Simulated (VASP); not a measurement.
# As (Pm-3m) in VASP: further runs

As is run at these levels: RPBE; tasks: single point, relaxation of cell and atoms.

Program: VASP 6.6.1. These are calculated values, not measurements. Logs are shortened: lines on timing, memory, paths and dates and some standing lists are left out, and cuts for length are marked.

## 1. The cell of the first run

It takes space group Pm-3m (No. 221, cubic). The conventional cell has a = 2.860 Å, b = 2.860 Å, c = 2.860 Å, α = 90.00°, β = 90.00°, γ = 90.00°. As (site symmetry m-3m) has 6 As at 2.86 Å within 3.8 Å.

## 2. Single point, RPBE (volume scaled by 1.12)

Input file INCAR:

```
SYSTEM = As
  PREC = Accurate
  ENCUT = 520
  EDIFF = 1E-6
  ISMEAR = -1
  SIGMA = 0.1
  LREAL = .False.
  LASPH = .True.
  NELM = 100
  ALGO = Normal
  ISIF = 2
  LWAVE = .False.
  LCHARG = .False.
  GGA = RP
  NBANDS = 8
```

Input file KPOINTS:

```
regular mesh
0
Gamma
  13 13 13
  0 0 0
```

Input file POSCAR:

```
As
1.0
    2.8597635723      0.0000000000      0.0000000000
    0.0000000000      2.8597635723      0.0000000000
    0.0000000000      0.0000000000      2.8597635723
As
1
Direct
    0.0000000000      0.0000000000      0.0000000000
```

Potentials or basis: VASP PAW PBE potentials, release 64 (As).

Launch:

```
$ cat potpaw_PBE.64/As/POTCAR > POTCAR
$ mpirun -np 1 vasp_std > vasp.out
```

OUTCAR:

```text
SYSTEM = As
   PREC = Accurate
   ENCUT = 520
   EDIFF = 1E-6
   ISMEAR = -1
   LREAL = .False.
   LASPH = .True.
   NELM = 100
   ISIF = 2
   GGA = RP

 ion  position               nearest neighbor table
   1  0.000  0.000  0.000-

  LATTYP: Found a simple cubic cell.
 ALAT       =     2.8597635723

  Lattice vectors:

 A1 = (   2.8597635723,   0.0000000000,   0.0000000000)
 A2 = (   0.0000000000,   2.8597635723,   0.0000000000)
 A3 = (   0.0000000000,   0.0000000000,   2.8597635723)

Analysis of symmetry for initial positions (statically):
=====================================================================
 Subroutine PRICEL returns:
 Original cell was already a primitive cell.

 Routine SETGRP: Setting up the symmetry group for a
 simple cubic supercell.

 Subroutine GETGRP returns: Found 48 space group operations
 (whereof 48 operations were pure point group operations)
 out of a pool of 48 trial point group operations.

The static configuration has the point symmetry O_h .

Analysis of symmetry for dynamics (positions and initial velocities):
=====================================================================
 Subroutine PRICEL returns:
 Original cell was already a primitive cell.

 Routine SETGRP: Setting up the symmetry group for a
 simple cubic supercell.

 Subroutine GETGRP returns: Found 48 space group operations
 (whereof 48 operations were pure point group operations)
 out of a pool of 48 trial point group operations.

The dynamic configuration has the point symmetry O_h .

 Subroutine INISYM returns: Found 48 space group operations
 (whereof 48 operations are pure point group operations),
 and found     1 'primitive' translations

----------------------------------------------------------------------------------------

                                     Primitive cell

  volume of cell :      23.3879

  direct lattice vectors                    reciprocal lattice vectors
     2.859763572  0.000000000  0.000000000     0.349679257  0.000000000  0.000000000
     0.000000000  2.859763572  0.000000000     0.000000000  0.349679257  0.000000000
     0.000000000  0.000000000  2.859763572     0.000000000  0.000000000  0.349679257

  length of vectors
     2.859763572  2.859763572  2.859763572     0.349679257  0.349679257  0.349679257

  position of ions in fractional coordinates (direct lattice)
     0.000000000  0.000000000  0.000000000

  ion indices of the primitive-cell ions
   primitive index   ion index
[... 70 lines left out ...]
   LASPH  =      T    aspherical Exc in radial PAW
   ENCUT  =  520.0 eV  38.22 Ry    6.18 a.u.   5.32  5.32  5.32*2*pi/ulx,y,z
   NELM   =    100;   NELMIN=  2; NELMDL= -5     # of ELM steps
   EDIFF  = 0.1E-05   stopping-criterion for ELM
   LREAL  =      F    real-space projection
   EDIFFG = 0.1E-04   stopping-criterion for IOM
   NSW    =      0    number of steps for IOM
   IBRION =     -1    ionic relax: 0-MD 1-quasi-New 2-CG
   NFREE  =      0    steps in history (QN), initial steepest desc. (CG)
   ISIF   =      2    stress and relaxation
   ISYM   =      2    0-nonsym 1-usesym 2-fastsym
   POTIM  = 0.5000    time-step for ionic-motion
   TEBEG  =    0.0;   TEEND  =   0.0 temperature during run
   PSTRESS=    0.0 pullay stress
   NELECT =       5.0000    total number of electrons
   NUPDOWN=      -1.0000    fix difference up-down
   EMIN   =  10.00;   EMAX   =-10.00  energy-range for DOS
   EFERMI =   0.00;   METHOD = LEGACY
   ISMEAR =    -1;   SIGMA  =   0.10  broadening in eV -4-tet -1-fermi 0-gaus
   EFERMI_NEDOS =   21; number of points for ismear=-14 and -15
   IALGO  =     38    algorithm
   IMIX   =      4    mixing-type and parameters
     AMIX     =   0.40;   BMIX     =  1.00
     AMIX_MAG =   1.60;   BMIX_MAG =  1.00
  volume/ion in A,a.u.               =      23.39       157.83
  Fermi-wavevector in a.u.,A,eV,Ry     =   0.978892  1.849837 13.037500  0.958229
  Thomas-Fermi vector in A             =   2.109703
   LORBIT       =      0    0 simple, 1 ext, 2 COOP (PROOUT), +10 PAW based schemes
   GGA     = RP    functional components
   LHFCALC =     F    Hartree Fock is set to
   AEXX    =    0.0000 exact exchange contribution
   IVDW    =     0    specifies the selected vdW correction
   LEPSILON=     F    determine dielectric tensor
   LRPA    =     F    only Hartree local field effects (RPA)
 non-spin polarized calculation
  energy-cutoff  :      520.00
  volume of cell :       23.39
 maximum number of plane-waves:       647
 NGX is ok and might be reduce to    24
   NGX = 11   NGY = 11   NGZ = 11

 number of electron       5.0000001 magnetization

 Free energy of the ion-electron system (eV)
  ---------------------------------------------------
  ext. energy  EPLUGINS =         0.00000000
  ---------------------------------------------------
  free energy    TOTEN  =        -4.13233338 eV

  energy without entropy =       -4.11998869  energy(sigma->0) =       -4.12616103

 E-fermi :   4.2939     XC(G=0):  -9.6401

 val. band max:        4.2343860452   @ k =   0.3846   0.3077   0.3077
 cond. band min:       4.3193399750   @ k =   0.3077   0.2308   0.1538
 fundamental gap:      0.0849539298
 Fermi energy:         4.2939284263

 k-point     1 :       0.0000    0.0000    0.0000
  band No.  band energies     occupation
      1      -9.3330      2.00000
      2       7.7866      0.00000
      3       7.7866      0.00000
      4       7.7866      0.00000
      5      12.5614      0.00000
      6      12.5614      0.00000
      7      13.5282      0.00000
      8      27.0514      0.00000
[... 243 lines left out ...]
 k-point    24 :       0.3846    0.3077    0.0000
  band No.  band energies     occupation
      1      -6.0177      2.00000
      2       0.7956      2.00000
      3       2.7502      2.00000
      4      10.2634      0.00000
      5      10.5394      0.00000
      6      16.6501      0.00000
      7      20.1630      0.00000
      8      21.3384      0.00000

 [... further k-points ...]
[... 5 lines left out ...]
  --------------------------------------------------------------------------------------
  -------------------------------------------------------------------------------------
  Total       -0.9811438     -0.9811438     -0.9811438     -0.0000000      0.0000000      0.0000000
  in kB      -67.2129337    -67.2129337    -67.2129337     -0.0000000      0.0000000      0.0000000
  external PRESSURE =     -67.2129337 kB  Pullay stress =       0.0000000 kB

 VOLUME and BASIS-vectors are now :
 -----------------------------------------------------------------------------
  energy-cutoff  :      520.00
  volume of cell :       23.39
      direct lattice vectors                 reciprocal lattice vectors
     2.859763572  0.000000000  0.000000000     0.349679257  0.000000000  0.000000000
     0.000000000  2.859763572  0.000000000     0.000000000  0.349679257  0.000000000
     0.000000000  0.000000000  2.859763572     0.000000000  0.000000000  0.349679257

 POSITION                                       TOTAL-FORCE (eV/Angst)
 -----------------------------------------------------------------------------------
      0.00000      0.00000      0.00000         0.000000      0.000000      0.000000
 -----------------------------------------------------------------------------------
    total drift:                               -0.000000      0.000000      0.000000

  FREE ENERGIE OF THE ION-ELECTRON SYSTEM (eV)
  ---------------------------------------------------
  free  energy   TOTEN  =        -4.1323333829 eV

  energy  without entropy=       -4.1199886865  energy(sigma->0) =       -4.12616103
```

It took 4.4 s on 1 thread of Intel Xeon 6975P-C (Granite Rapids), shared host; peak memory 0.14 GiB.

What came out:

* Free energy: -4.1323 eV
* Pressure: -6.7 GPa

Levels at points of the mesh, in eV from the Fermi level:
```csv
k point,band 1,band 2,band 3,band 4,band 5,band 6
"(0.00, 0.00, 0.00)",-13.63,3.49,3.49,3.49,8.27,8.27
```

Caveat: the cell differs from its parent crystal (volume scaled by 1.12); the PAW data sets were made with another functional, which shifts forces and pressure a little.

## 3. Single point, RPBE

This run uses another cell than the first one, of 20.88 Å³/atom, 0.893 times its volume.

Input file INCAR:

```
SYSTEM = As
PREC = Accurate
ENCUT = 520
EDIFF = 1E-6
ISMEAR = -1
SIGMA = 0.1
LREAL = .False.
LASPH = .True.
NELM = 60
ALGO = Normal
ISIF = 2
LWAVE = .False.
LCHARG = .False.
GGA = RP
NBANDS = 8
```

Input file KPOINTS:

```
Automatic mesh
0
Gamma
  19 19 19
  0 0 0
```

Input file POSCAR:

```
As
1.0
    2.7537475404      0.0000000000      0.0000000000
    0.0000000000      2.7537475404      0.0000000000
    0.0000000000      0.0000000000      2.7537475404
As
1
Direct
    0.0000000000      0.0000000000      0.0000000000
```

Potentials or basis: VASP PAW PBE potentials, release 64 (As).

Launch:

```
$ cat potpaw_PBE.64/As/POTCAR > POTCAR
$ mpirun -np 1 vasp_std > vasp.out
```

Run time: 8.6 s. Hardware: 1 thread of Intel Xeon 6975P-C (Granite Rapids), shared host; peak memory 0.14 GiB.

The run converged. Its results:

* Free energy: -4.1811 eV
* Pressure: -0.1 GPa

Levels at points of the mesh, in eV from the Fermi level:
| k point | band 1 | band 2 | band 3 | band 4 | band 5 | band 6 | band 7 |
| --- | --- | --- | --- | --- | --- | --- | --- |
| (0.00, 0.00, 0.00) | -14.51 | 3.93 | 3.93 | 3.93 | 8.38 | 8.38 | 10.16 |

Caveat: the PAW data sets were made with another functional, which shifts forces and pressure a little.

## 4. Single point, RPBE

This run uses another cell than the first one, of 20.88 Å³/atom, 0.893 times its volume.

Input file INCAR:

```
PREC = Accurate
ENCUT = 500
EDIFF = 1E-6
ISMEAR = -1
SIGMA = 0.1
LREAL = False
LASPH = True
NELM = 120
ALGO = Normal
ISIF = 2
LWAVE = False
LCHARG = False
GGA = RP
NBANDS = 8
GGA_COMPAT = False
```

Input file KPOINTS:

```
regular mesh
0
Gamma
  12 12 12
```

POSCAR is that of step 3.

Launch:

```
$ cat potpaw_PBE.64/As/POTCAR > POTCAR
$ mpirun -np 1 vasp_std > vasp.out
```

It took 4.9 s on 1 thread of Intel Xeon Platinum 8488C (Sapphire Rapids), shared host; peak memory 0.13 GiB.

It converged, with:

| Item | Value |
| --- | --- |
| Free energy | -4.1677 eV |
| Pressure | 0.1 GPa |

Levels at points of the mesh, in eV from the Fermi level:
| k point | band 1 | band 2 | band 3 | band 4 | band 5 | band 6 | band 7 | band 8 |
| --- | --- | --- | --- | --- | --- | --- | --- | --- |
| (0.00, 0.00, 0.00) | -14.62 | 3.83 | 3.83 | 3.83 | 8.27 | 8.27 | 10.05 | 24.04 |
| (0.50, 0.00, 0.00) | -11.70 | -6.64 | 5.94 | 5.94 | 10.81 | 13.74 | 14.05 | 14.33 |
| (0.50, 0.50, 0.00) | -8.68 | -4.14 | -4.14 | 2.64 | 7.92 | 15.69 | 16.89 | 16.89 |
| (0.50, 0.50, 0.50) | -5.39 | -1.86 | -1.86 | -1.86 | 5.89 | 5.89 | 5.89 | 9.53 |

Caveat: the PAW data sets were made with another functional, which shifts forces and pressure a little.

## 5. Relaxation of cell and atoms, RPBE

This run uses another cell than the first one, of 19.76 Å³/atom, 0.845 times its volume.

Input file INCAR:

```
PREC = Accurate
ENCUT = 500
EDIFF = 1E-7
ISMEAR = -1
SIGMA = 0.1
LREAL = False
LASPH = True
NELM = 120
ALGO = Normal
ISIF = 3
LWAVE = False
LCHARG = False
GGA = RP
IBRION = 2
NSW = 80
EDIFFG = -0.01
GGA_COMPAT = False
NELMIN = 4
```

Input file KPOINTS:

```
Automatic mesh
0
Gamma
  12 12 12
```

Input file POSCAR:

```
As
1.0
    2.7037441770      0.0000000000      0.0000000000
    0.0000000000      2.7037441770      0.0000000000
    0.0000000000      0.0000000000      2.7037441770
As
1
Direct
    0.0000000000      0.0000000000      0.0000000000
```

Launch:

```
$ cat potpaw_PBE.64/As/POTCAR > POTCAR
$ mpirun -np 1 vasp_std > vasp.out
```

Run time: 9.2 s. Hardware: 1 thread of Intel Xeon Platinum 8488C (Sapphire Rapids), shared host; peak memory 0.13 GiB.

Results (log left out):

| Property | Result |
| --- | --- |
| Free energy | -4.1676 eV |
| Relaxed volume | 20.90 Å³/atom |
| Relaxed cell | a = 2.755 Å, b = 2.755 Å, c = 2.755 Å, α = 90.00°, β = 90.00°, γ = 90.00° |
| Space group after relaxing (to 0.05 Å) | Pm-3m (No. 221) |
| Energy gained by relaxing | 15.0 meV/atom |
| Ionic steps | 3 |
| Pressure after relaxing | 0.0 GPa |

The path:
| step | energy change (eV) | largest force (eV/Å) | pressure (GPa) | volume (Å³) |
| --- | --- | --- | --- | --- |
| 1 | 0.0000 | 0.0000 | 4.45 | 19.76 |
| 2 | -0.0127 | 0.0000 | -1.51 | 21.38 |
| 3 | -0.0150 | 0.0000 | 0.01 | 20.90 |

Final structure:
```
CELL_PARAMETERS angstrom
2.75451 0.00000 0.00000
0.00000 2.75451 0.00000
0.00000 0.00000 2.75451
ATOMIC_POSITIONS crystal
As 0.00000 0.00000 0.00000
```

Levels at points of the mesh, in eV from the Fermi level:
| k point | band 1 | band 2 | band 3 | band 4 | band 5 | band 6 |
| --- | --- | --- | --- | --- | --- | --- |
| (0.00, 0.00, 0.00) | -14.61 | 3.82 | 3.82 | 3.82 | 8.27 | 8.27 |
| (0.50, 0.00, 0.00) | -11.70 | -6.63 | 5.93 | 5.93 | 10.80 | 13.73 |
| (0.50, 0.50, 0.00) | -8.68 | -4.13 | -4.13 | 2.64 | 7.91 | 15.68 |
| (0.50, 0.50, 0.50) | -5.39 | -1.86 | -1.86 | -1.86 | 5.89 | 5.89 |

Caveat: the PAW data sets were made with another functional, which shifts forces and pressure a little.

## 6. Overview

```tsv
task	cell	k mesh	cutoff (eV)	gap on the mesh (eV)	pressure (GPa)
single point	a = 2.860 Å, 1 atom	13 × 13 × 13	520	none	-6.7
single point	a = 2.754 Å, 1 atom	19 × 19 × 19	520	none	-0.1
single point	a = 2.754 Å, 1 atom	12 × 12 × 12	500	none	0.1
relaxation of cell and atoms	relaxed from a = 2.704 Å, 1 atom	12 × 12 × 12	500	none	0.0
```

Alike in all rows: level RPBE; potentials or basis VASP PAW PBE potentials, release 64 (As); no spin polarisation; smearing fermi-dirac 0.1 eV.

Caveats: the PAW data sets were made with another functional, which shifts forces and pressure a little.

Total energies depend on the potentials used, so only differences within one code and one set of settings carry meaning.
